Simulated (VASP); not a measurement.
# Ti3SiN4 in VASP: a series of runs

Ti3SiN4 is run at these levels: PBE; tasks: single point.

All numbers are computed with VASP 6.6.1; they aren't measurements. Logs are shortened: lines on timing, memory, paths and dates and some standing lists are left out, and cuts for length are marked.

**1. The cell of the first run**

The cell holds a slab with vacuum, 8 atoms: a = 3.003 Å, b = 3.003 Å, c = 22.623 Å, α = 90.00°, β = 90.00°, γ = 120.00°.

**2. Single point, PBE**

INCAR

```
PREC = Accurate ; ENCUT = 520
EDIFF = 1E-7 ; ISMEAR = 0
SIGMA = 0.1 ; LREAL = F
LASPH = T ; NELM = 60
ALGO = Normal ; ISIF = 2
LWAVE = F ; LCHARG = T
LDIPOL = T ; IDIPOL = 3
DIPOL = 0.5 0.5 0.368 ; GGA = PE
LELF = T ; LVHAR = T
LVACPOTAV = T ; NBANDS = 40
```

KPOINTS

```
regular mesh
0
Gamma
  9 9 1
```

POSCAR

```
Ti3SiN4
1.0
    3.0028555065      0.0000000000      0.0000000000
   -1.5014277533      2.6005491526      0.0000000000
    0.0000000000      0.0000000000     22.6233846960
N Ti Si
4 3 1
Direct
    0.3333333333      0.6666666666      0.1768082033
    0.0000000000      0.0000000000      0.2851837309
    0.6666666667      0.3333333333      0.3897111675
    0.3333333333      0.6666666666      0.4916764156
    0.6666666667      0.3333333333      0.2309959671
    0.3333333333      0.6666666666      0.3401655979
    0.0000000000      0.0000000000      0.4575116027
    0.3333333333      1.1666666667      0.5738910090
```

Potentials or basis: VASP PAW PBE potentials, release 64 (N, Ti_sv, Si).

The run is started by

```
> cat potpaw_PBE.64/N/POTCAR potpaw_PBE.64/Ti_sv/POTCAR potpaw_PBE.64/Si/POTCAR > POTCAR
> mpirun -np 1 vasp_std > vasp.out
```

OUTCAR:

```text
PREC = Accurate
   ENCUT = 520
   EDIFF = 1E-7
   ISMEAR = 0
   LREAL = F
   LASPH = T
   NELM = 60
   ISIF = 2
   GGA = PE

 ion  position               nearest neighbor table
   1  0.333  0.667  0.177-   5 2.12   5 2.12   5 2.12
   2  0.000  0.000  0.285-   5 2.12   5 2.12   5 2.12   6 2.13   6 2.13   6 2.13
   3  0.667  0.333  0.390-   6 2.06   6 2.06   6 2.06   7 2.31   7 2.31   7 2.31
   4  0.333  0.667  0.492-   7 1.90   7 1.90   7 1.90   8 2.39   8 2.39
   5  0.667  0.333  0.231-   1 2.12   2 2.12   2 2.12   1 2.12   1 2.12   2 2.12
   6  0.333  0.667  0.340-   3 2.06   3 2.06   3 2.06   2 2.13   2 2.13   2 2.13
   7  0.000  0.000  0.458-   4 1.90   4 1.90   4 1.90   3 2.31   3 2.31   3 2.31   8 2.77
   8  0.333  0.167  0.574-   4 2.39   4 2.39   7 2.77

  LATTYP: Found a hexagonal cell.
 ALAT       =     3.0028555065
 C/A-ratio  =     7.5339571441

  Lattice vectors:

 A1 = (   3.0028555065,   0.0000000000,   0.0000000000)
 A2 = (  -1.5014277533,   2.6005491526,   0.0000000000)
 A3 = (   0.0000000000,   0.0000000000,  22.6233846960)

Analysis of symmetry for initial positions (statically):
=====================================================================
 Subroutine PRICEL returns:
 Original cell was already a primitive cell.

 Routine SETGRP: Setting up the symmetry group for a
 hexagonal supercell.

 Subroutine GETGRP returns: Found  2 space group operations
 (whereof  2 operations were pure point group operations)
 out of a pool of 24 trial point group operations.

The static configuration has the point symmetry C_1h.

Analysis of symmetry for dynamics (positions and initial velocities):
=====================================================================
 Subroutine PRICEL returns:
 Original cell was already a primitive cell.

 Routine SETGRP: Setting up the symmetry group for a
 hexagonal supercell.

 Subroutine GETGRP returns: Found  2 space group operations
 (whereof  2 operations were pure point group operations)
 out of a pool of 24 trial point group operations.

The dynamic configuration has the point symmetry C_1h.

 Subroutine INISYM returns: Found  2 space group operations
 (whereof  2 operations are pure point group operations),
 and found     1 'primitive' translations

----------------------------------------------------------------------------------------

                                     Primitive cell

  volume of cell :     176.6677

  direct lattice vectors                    reciprocal lattice vectors
     3.002855506  0.000000000  0.000000000     0.333016357  0.192267083  0.000000000
    -1.501427753  2.600549153  0.000000000     0.000000000  0.384534166  0.000000000
     0.000000000  0.000000000 22.623384696     0.000000000  0.000000000  0.044202051

  length of vectors
     3.002855506  3.002855507 22.623384696     0.384534166  0.384534166  0.044202051

  position of ions in fractional coordinates (direct lattice)
     0.333333333  0.666666667  0.176808203
     0.000000000  0.000000000  0.285183731
     0.666666667  0.333333333  0.389711168
     0.333333333  0.666666667  0.491676416
     0.666666667  0.333333333  0.230995967
     0.333333333  0.666666667  0.340165598
     0.000000000  0.000000000  0.457511603
     0.333333333  0.166666667  0.573891009

  ion indices of the primitive-cell ions
   primitive index   ion index
                 1           1
                 2           2
                 3           3
                 4           4
                 5           5
                 6           6
                 7           7
                 8           8

----------------------------------------------------------------------------------------

 KPOINTS: regular mesh

Automatic generation of k-mesh.
 Grid dimensions read from file:
 generate k-points for:    9    9    1

 Generating k-lattice:

  Cartesian coordinates                     Fractional coordinates (reciprocal lattice)
     0.037001817  0.021363009  0.000000000     0.111111111  0.000000000  0.000000000
     0.000000000  0.042726018  0.000000000     0.000000000  0.111111111  0.000000000
     0.000000000  0.000000000  0.044202051     0.000000000  0.000000000  1.000000000

  Length of vectors
     0.042726018  0.042726018  0.044202051

  Shift w.r.t. Gamma in fractional coordinates (k-lattice)
     0.000000000  0.000000000  0.000000000

 Subroutine IBZKPT returns following result:
 ===========================================

 Found     25 irreducible k-points:

 Following reciprocal coordinates:
            Coordinates               Weight
  0.000000  0.000000  0.000000      1.000000
  0.111111  0.000000  0.000000      2.000000
  0.000000  0.111111  0.000000      4.000000
  0.222222  0.000000  0.000000      2.000000
  0.000000  0.222222  0.000000      4.000000
  0.333333  0.000000  0.000000      2.000000
[... 16 lines left out ...]
 -0.222222 -0.444444  0.000000      4.000000
  0.444444  0.333333  0.000000      4.000000
   k-points           NKPTS =     25   k-points in BZ     NKDIM =     25   number of bands    NBANDS=     40
   number of dos      NEDOS =    301   number of ions     NIONS =      8
   total plane-waves  NPLWV =  96768
   dimension x,y,z NGX =    24 NGY =   24 NGZ =  168
   dimension x,y,z NGXF=    48 NGYF=   48 NGZF=  336
   ions per type =               4   3   1
   NGX,Y,Z   is equivalent  to a cutoff of  13.29, 13.29, 12.35 a.u.
   NGXF,Y,Z  is equivalent  to a cutoff of  26.57, 26.57, 24.69 a.u.
 SYSTEM =  unknown system
   PREC   = accura    normal or accurate (medium, high low for compatibility)
   ISTART =      0    job   : 0-new  1-cont  2-samecut
   ICHARG =      2    charge: 1-file 2-atom 10-const
   ISPIN  =      1    spin polarized calculation?
   LNONCOLLINEAR =      F non collinear calculations
   LSORBIT =      F    spin-orbit coupling
   LASPH  =      T    aspherical Exc in radial PAW
   ENCUT  =  520.0 eV  38.22 Ry    6.18 a.u.   5.58  5.58 42.06*2*pi/ulx,y,z
   NELM   =     60;   NELMIN=  2; NELMDL= -5     # of ELM steps
   EDIFF  = 0.1E-06   stopping-criterion for ELM
   LREAL  =      F    real-space projection
   EDIFFG = 0.1E-05   stopping-criterion for IOM
   NSW    =      0    number of steps for IOM
   IBRION =     -1    ionic relax: 0-MD 1-quasi-New 2-CG
   NFREE  =      0    steps in history (QN), initial steepest desc. (CG)
   ISIF   =      2    stress and relaxation
   ISYM   =      2    0-nonsym 1-usesym 2-fastsym
   POTIM  = 0.5000    time-step for ionic-motion
   TEBEG  =    0.0;   TEEND  =   0.0 temperature during run
   PSTRESS=    0.0 pullay stress
   NELECT =      60.0000    total number of electrons
   NUPDOWN=      -1.0000    fix difference up-down
   EMIN   =  10.00;   EMAX   =-10.00  energy-range for DOS
   EFERMI =   0.00;   METHOD = LEGACY
   ISMEAR =     0;   SIGMA  =   0.10  broadening in eV -4-tet -1-fermi 0-gaus
   EFERMI_NEDOS =   21; number of points for ismear=-14 and -15
   IALGO  =     38    algorithm
   IMIX   =      4    mixing-type and parameters
     AMIX     =   0.40;   BMIX     =  1.00
     AMIX_MAG =   1.60;   BMIX_MAG =  1.00
  volume/ion in A,a.u.               =      22.08       149.03
  Fermi-wavevector in a.u.,A,eV,Ry     =   1.142193  2.158432 17.750231  1.304605
  Thomas-Fermi vector in A             =   2.278892
   LORBIT       =      0    0 simple, 1 ext, 2 COOP (PROOUT), +10 PAW based schemes
   GGA     = PE    functional components
   LHFCALC =     F    Hartree Fock is set to
   AEXX    =    0.0000 exact exchange contribution
   IVDW    =     0    specifies the selected vdW correction
   LEPSILON=     F    determine dielectric tensor
   LRPA    =     F    only Hartree local field effects (RPA)
 non-spin polarized calculation
 Gauss-broadening in eV      SIGMA  =   0.10
  energy-cutoff  :      520.00
  volume of cell :      176.67
 maximum number of plane-waves:      4849
   NGX = 11   NGY = 11   NGZ = 85

 dipolmoment           0.000000      0.000000      0.092207 electrons x Angstroem

 number of electron      60.0000012 magnetization

 dipolmoment           0.000000      0.000000     -0.185489 electrons x Angstroem

 Free energy of the ion-electron system (eV)
  ---------------------------------------------------
  ext. energy  EPLUGINS =         0.00000000
  ---------------------------------------------------
  free energy    TOTEN  =       -68.39583068 eV

  energy without entropy =      -68.37454118  energy(sigma->0) =      -68.38518593

 E-fermi :   1.2383     XC(G=0):  -6.5075

 val. band max:        1.2357348911   @ k =   0.0000   0.2222   0.0000
 cond. band min:       1.2759134079   @ k =  -0.4444   0.3333   0.0000
 fundamental gap:      0.0401785169
 Fermi energy:         1.2383092764

 k-point     1 :       0.0000    0.0000    0.0000
  band No.  band energies     occupation
      1     -56.6159      2.00000
      2     -56.4648      2.00000
      3     -55.3871      2.00000
      4     -32.9934      2.00000
      5     -32.7476      2.00000
      6     -32.6696      2.00000
[... 32 lines left out ...]
     39       4.1993      0.00000
     40       4.4960      0.00000

 k-point     2 :       0.1111    0.0000    0.0000
  band No.  band energies     occupation
      1     -56.6084      2.00000
      2     -56.4568      2.00000
      3     -55.3800      2.00000
      4     -32.9766      2.00000
      5     -32.7566      2.00000
      6     -32.7088      2.00000
[... 32 lines left out ...]
     39       4.1793      0.00000
     40       4.6065      0.00000

 k-point     3 :       0.0000    0.1111    0.0000
  band No.  band energies     occupation
      1     -56.6084      2.00000
      2     -56.4568      2.00000
      3     -55.3800      2.00000
      4     -32.9765      2.00000
      5     -32.7552      2.00000
      6     -32.7151      2.00000
[... 32 lines left out ...]
     39       4.1648      0.00000
     40       4.6602      0.00000

 k-point     4 :       0.2222    0.0000    0.0000
  band No.  band energies     occupation
      1     -56.5894      2.00000
      2     -56.4366      2.00000
      3     -55.3620      2.00000
      4     -32.9374      2.00000
      5     -32.8707      2.00000
      6     -32.7984      2.00000
[... 32 lines left out ...]
     39       4.2027      0.00000
     40       4.3930      0.00000
[... 772 lines left out ...]
     39       4.3830      0.00000
     40       4.6307      0.00000

 k-point    23 :      -0.2222   -0.4444    0.0000
  band No.  band energies     occupation
      1     -56.5474      2.00000
      2     -56.3918      2.00000
      3     -55.3219      2.00000
      4     -33.0788      2.00000
      5     -33.0273      2.00000
      6     -32.8889      2.00000
[... 32 lines left out ...]
     39       4.3778      0.00000
     40       4.5451      0.00000

 k-point    24 :       0.4444    0.3333    0.0000
  band No.  band energies     occupation
      1     -56.5474      2.00000
      2     -56.3918      2.00000
      3     -55.3219      2.00000
      4     -33.0760      2.00000
      5     -33.0283      2.00000
      6     -32.8899      2.00000
[... 32 lines left out ...]
     39       4.3815      0.00000
     40       4.5718      0.00000

 [... further k-points ...]
[... 5 lines left out ...]
  --------------------------------------------------------------------------------------
  -------------------------------------------------------------------------------------
  Total        1.7472333      0.5025060     -2.7530626      1.0779654     -0.1993052     -0.3452068
  in kB       15.8454433      4.5571650    -24.9671858      9.7759358     -1.8074747     -3.1306380
  external PRESSURE =      -1.5215258 kB  Pullay stress =       0.0000000 kB

 VOLUME and BASIS-vectors are now :
 -----------------------------------------------------------------------------
  energy-cutoff  :      520.00
  volume of cell :      176.67
      direct lattice vectors                 reciprocal lattice vectors
     3.002855506  0.000000000  0.000000000     0.333016357  0.192267083  0.000000000
    -1.501427753  2.600549153  0.000000000     0.000000000  0.384534166  0.000000000
     0.000000000  0.000000000 22.623384696     0.000000000  0.000000000  0.044202051

 POSITION                                       TOTAL-FORCE (eV/Angst)
 -----------------------------------------------------------------------------------
     -0.00000      1.73370      4.00000         0.014877      0.008589      4.312272
      0.00000      0.00000      6.45182         0.029596      0.017087      1.193036
      1.50143      0.86685      8.81659         0.026840      0.015496      1.096335
     -0.00000      1.73370     11.12338         0.158955      0.091773      2.318228
      1.50143      0.86685      5.22591        -0.008855     -0.005113     -5.585651
     -0.00000      1.73370      7.69570        -0.071017     -0.041002     -0.231308
      0.00000      0.00000     10.35046         0.020710      0.011957     -3.099085
      0.75071      0.43342     12.98336        -0.171105     -0.098788     -0.003825
 -----------------------------------------------------------------------------------
    total drift:                                0.000091      0.000053      0.000032

  FREE ENERGIE OF THE ION-ELECTRON SYSTEM (eV)
  ---------------------------------------------------
  free  energy   TOTEN  =       -68.3958306830 eV

  energy  without entropy=      -68.3745411757  energy(sigma->0) =      -68.38518593

 vacuum level on the upper side and lower side of the slab         5.000         9.298
```

It took 3.6 min on 1 thread of Intel Xeon 6975P-C (Granite Rapids), shared host; peak memory 0.38 GiB.

Results:

| Property | Result |
| --- | --- |
| Free energy | -68.3958 eV |
| Largest force | 5.586 eV/Å |
| Band gap on the k mesh | zero (bands 30 and 31 overlap by 0.76 eV) |

Forces in eV/Å, atoms in the order of the input:
```
N    0.015  0.009  4.312
N    0.030  0.017  1.193
N    0.027  0.015  1.096
N    0.159  0.092  2.318
Ti  -0.009 -0.005 -5.586
Ti  -0.071 -0.041 -0.231
Ti   0.021  0.012 -3.099
Si  -0.171 -0.099 -0.004
```

**3. Single point, PBE**

INCAR

```
SYSTEM = Ti3SiN4
  PREC = Accurate
  ENCUT = 520
  EDIFF = 1E-6
  ISMEAR = 0
  SIGMA = 0.1
  LREAL = .FALSE.
  LASPH = .TRUE.
  NELM = 100
  ALGO = Normal
  ISIF = 2
  LWAVE = .FALSE.
  LCHARG = .TRUE.
  LDIPOL = .TRUE.
  IDIPOL = 3
  DIPOL = 0.5 0.5 0.368
  GGA = PE
  LELF = .TRUE.
  LVHAR = .TRUE.
  LVACPOTAV = .TRUE.
  NBANDS = 40
```

KPOINTS

```
Automatic mesh
0
G
  9 9 1
  0 0 0
```

POSCAR

```
Ti3SiN4
1.0
    3.0028555065      0.0000000000      0.0000000000
   -1.5014277533      2.6005491526      0.0000000000
    0.0000000000      0.0000000000     22.6233846960
N Ti Si
4 3 1
Direct
    0.3333333333      0.6666666667      0.1768082033
    0.0000000000      0.0000000000      0.2851837309
    0.6666666667      0.3333333333      0.3897111675
    0.3333333333      0.6666666667      0.4916764156
    0.6666666667      0.3333333333      0.2309959671
    0.3333333333      0.6666666667      0.3401655979
    0.0000000000      0.0000000000      0.4575116027
    0.5000000000      1.0000000000      0.5699503614
```

Potentials or basis: VASP PAW PBE potentials, release 64 (N, Ti_sv, Si).

The run is started by

```
> cat potpaw_PBE.64/N/POTCAR potpaw_PBE.64/Ti_sv/POTCAR potpaw_PBE.64/Si/POTCAR > POTCAR
> mpirun -np 1 vasp_std > vasp.out
```

It took 3.1 min on 1 thread of Intel Xeon 6975P-C (Granite Rapids), shared host; peak memory 0.38 GiB.

Results (log left out):

```
Free energy            : -68.7884 eV
Largest force          : 5.600 eV/Å
Band gap on the k mesh : zero (bands 30 and 31 overlap by 0.85 eV)
```

Forces in eV/Å, atoms in the order of the input:
```
N    0.000 -0.003  4.324
N    0.000  0.001  1.205
N    0.000  0.071  1.339
N    0.000  1.140  2.660
Ti   0.000 -0.002 -5.600
Ti   0.000 -0.018 -0.311
Ti   0.000  0.007 -3.616
Si   0.000 -1.197 -0.001
```

Levels at points of the mesh, in eV from the Fermi level:
```tsv
k point	band 26	band 27	band 28	band 29	band 30	band 31	band 32	band 33	band 34	band 35
(0.00, 0.00, 0.00)	-2.45	-0.83	0.03	0.03	0.22	0.25	0.73	0.85	0.93	1.31
```

**4. Single point, PBE**

INCAR

```
SYSTEM = Ti3SiN4
PREC = Accurate
ENCUT = 520
EDIFF = 1E-6
ISMEAR = 0
SIGMA = 0.1
LREAL = .False.
LASPH = .True.
NELM = 60
ALGO = Normal
ISIF = 2
LWAVE = .False.
LCHARG = .False.
LDIPOL = .True.
IDIPOL = 3
DIPOL = 0.5 0.5 0.368
GGA = PE
NBANDS = 40
```

KPOINTS

```
Automatic mesh
0
Gamma
  9 9 1
  0 0 0
```

POSCAR

```
Ti3SiN4
1.0
    3.0028555065      0.0000000000      0.0000000000
   -1.5014277533      2.6005491526      0.0000000000
    0.0000000000      0.0000000000     22.6233846960
N Ti Si
4 3 1
Direct
    0.3333333333      0.6666666666      0.1768082033
    0.0000000000      0.0000000000      0.2851837309
    0.6666666667      0.3333333334      0.3897111675
    0.3333333333      0.6666666666      0.4916764156
    0.6666666667      0.3333333334      0.2309959671
    0.3333333333      0.6666666666      0.3401655979
    0.0000000000      0.0000000000      0.4575116027
    0.6666666667      0.8333333333      0.5710685461
```

The run is started by

```
> cat potpaw_PBE.64/N/POTCAR potpaw_PBE.64/Ti_sv/POTCAR potpaw_PBE.64/Si/POTCAR > POTCAR
> mpirun -np 1 vasp_std > vasp.out
```

Wall time 3 min (1 thread of Intel Xeon 6975P-C (Granite Rapids), shared host); peak memory 0.37 GiB.

Results (log left out):

```yaml
Free_energy: -68.8352 eV
Largest_force: 5.627 eV/Å
Band_gap_on_the_k_mesh: zero (bands 30 and 31 overlap by 0.94 eV)
```

Forces in eV/Å, atoms in the order of the input:
```
N   -0.004 -0.003  4.338
N   -0.010 -0.006  1.225
N    0.061  0.035  1.233
N    0.804  0.464  2.680
Ti  -0.004 -0.002 -5.627
Ti   0.029  0.017 -0.293
Ti  -0.017 -0.010 -3.563
Si  -0.857 -0.495  0.007
```

Levels at points of the mesh, in eV from the Fermi level:
```tsv
k point	band 28	band 29	band 30	band 31	band 32	band 33
(0.00, 0.00, 0.00)	0.03	0.03	0.26	0.26	0.80	0.98
```

**5. Overview**

```csv
cell,gap on the mesh (eV),largest force (eV/Å)
"a = 3.003, b = 3.003, c = 22.623 Å, angles 90.0, 90.0, 120.0°, 8 atoms, atomic positions A",none,5.59
"a = 3.003, b = 3.003, c = 22.623 Å, angles 90.0, 90.0, 120.0°, 8 atoms, atomic positions B",none,5.60
"a = 3.003, b = 3.003, c = 22.623 Å, angles 90.0, 90.0, 120.0°, 8 atoms, atomic positions C",none,5.63
```

Alike in all rows: task single point; level PBE; potentials or basis VASP PAW PBE potentials, release 64 (N, Ti_sv, Si); no spin polarisation; k mesh 9 × 9 × 1; cutoff (eV) 520; smearing gaussian 0.1 eV.

Absolute energies hang on the potentials; compare differences alone.
